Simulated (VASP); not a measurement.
Runs of VASP 6.6.1 on SnO (Romarchite). The structure is that of space group P4/nmm (No. 129), or close to it. The cells are those of the table. 

| task | level | cell | cutoff (eV) | gap on the mesh (eV) | pressure (GPa) | largest force (eV/Å) |
| --- | --- | --- | --- | --- | --- | --- |
| single point | PBE+D3(BJ) | a = 3.835, b = 3.835, c = 4.761 Å, 4 atoms | 520 | none | 0.2 | 0.08 |
| relaxation of cell and atoms | PBE+D3(BJ) | relaxed from a = 3.799, b = 3.799, c = 4.841 Å, 4 atoms | 600 | none | 0.0 | - |
| single point | PBE+D4 | a = 3.832, b = 3.832, c = 4.742 Å, 4 atoms | 520 | none | 0.2 | 0.08 |
| single point | r2SCAN | a = 3.793, b = 3.793, c = 4.758 Å, 4 atoms | 520 | (a) | 1.8 | 0.12 |
| single point | r2SCAN+rVV10 | a = 3.793, b = 3.793, c = 4.758 Å, 4 atoms | 520 | none | (b) | 0.15 |

Alike in all rows: potentials or basis VASP PAW PBE potentials, release 64 (Sn_d, O); no spin polarisation; k mesh 6 × 6 × 6; smearing fermi-dirac 0.02 eV.

Q: Estimate the missing entries.

A: (a) 0.03; (b) 0.7.

Caveats: spin-orbit coupling is left out, which moves the levels of the heavy elements; pairwise dispersion overbinds metals, which lowers pressure and volume (some runs); the PAW data sets were made with another functional, which shifts forces and pressure a little (some runs).

A k mesh can miss the band edges, and the runs leave out spin-orbit coupling on Sn.

A gap of «none» marks levels without a gap at the run's occupations.
